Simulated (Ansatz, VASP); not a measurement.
# Two plane-wave programs on LiTaO2

The input INCAR:

```
SYSTEM = LiTaO2
PREC = Accurate ; ENCUT = 600
EDIFF = 1E-6 ; ISMEAR = 0
SIGMA = 0.1 ; LREAL = .False.
LASPH = .True. ; NELM = 100
ALGO = Normal ; ISIF = 3
LWAVE = .False. ; LCHARG = .False.
GGA = PE ; IBRION = 2
NSW = 90 ; EDIFFG = -0.04
```

File KPOINTS:

```
Automatic mesh
0
Gamma
  6 6 4
  0 0 0
```

The input POSCAR:

```
LiTaO2
1.0
    2.7183820100      0.0000000000      0.0000000000
    0.0000000000      3.2371193400      0.0000000000
    0.0000000000      0.0000000000      5.2160187400
Li Ta O
1 1 2
Direct
    0.5000000000      0.5000000000      0.5000000000
    0.0000000000      0.0000000000      0.0000000000
    0.0000000000      0.5000000000      0.2708497900
    0.0000000000      0.5000000000      0.7291502100
```

Input for Ansatz:

```yaml
crystal:
  lattice:
    - [2.71838201, 0.0, 0.0]
    - [0.0, 3.23711934, 0.0]
    - [0.0, 0.0, 5.21601874]
  atoms:
    - { symbol: Li, position: [0.5, 0.5, 0.5] }
    - { symbol: Ta, position: [0.0, 0.0, 0.0] }
    - { symbol: O, position: [0.0, 0.5, 0.27084979] }
    - { symbol: O, position: [0.0, 0.5, 0.72915021] }
basis:
  ecutwfc: 420
kpoints:
  mp_grid: { grid: [6, 6, 4] }
hamiltonian:
  xc: pbe
scf:
  occupations: { method: gaussian, width: 0.1 }
  lower_state_search: "off"
output:
  forces: true
  stress: true
  eigenvalues: true
relax:
  adjacent_minimum: "off"
  f_tol: 0.04
  max_steps: 70
  cell: { stress_tol: 0.4 }
```

Change from the starting cell: species swapped into the CuAgO2 type (Pmmm, No. 47).

Alike in both runs: task relaxation of cell and atoms; functional PBE; k mesh 6 × 6 × 4; occupations gaussian, width 0.1 eV; no spin polarisation.

|  | VASP | Ansatz |
| --- | --- | --- |
| version | VASP 6.6.1 | Ansatz 0.2.0 |
| potentials or method | VASP PAW PBE potentials, release 64 (Li_sv, Ta_pv, O), cutoff 600 eV | scalar-relativistic, plane waves, PAW |
| valence electrons in the cell | 26 | 28 |

```csv
,VASP,Ansatz,Ansatz less VASP
"gap on the k mesh at the Fermi level, each at its own relaxed structure (eV)",none,none,-
relaxed volume (Å³/atom),12.13,12.10,-0.029
relaxed length of the cell vector where the two differ most in proportion (Å),5.452,5.446,-0.0054
```

A gap of «none» marks a metal or a gap that the smearing closes. VASP's potentials hold 26 valence electrons a cell and Ansatz's 28, so a difference there can come from the potentials and not from the codes.

The k mesh is coarse, so the values compare programs but aren't converged. Neither program's run includes spin-orbit coupling. Noted on VASP's run: the cutoff is under 1.25 times that of the potentials, so the pressure is a little rough.
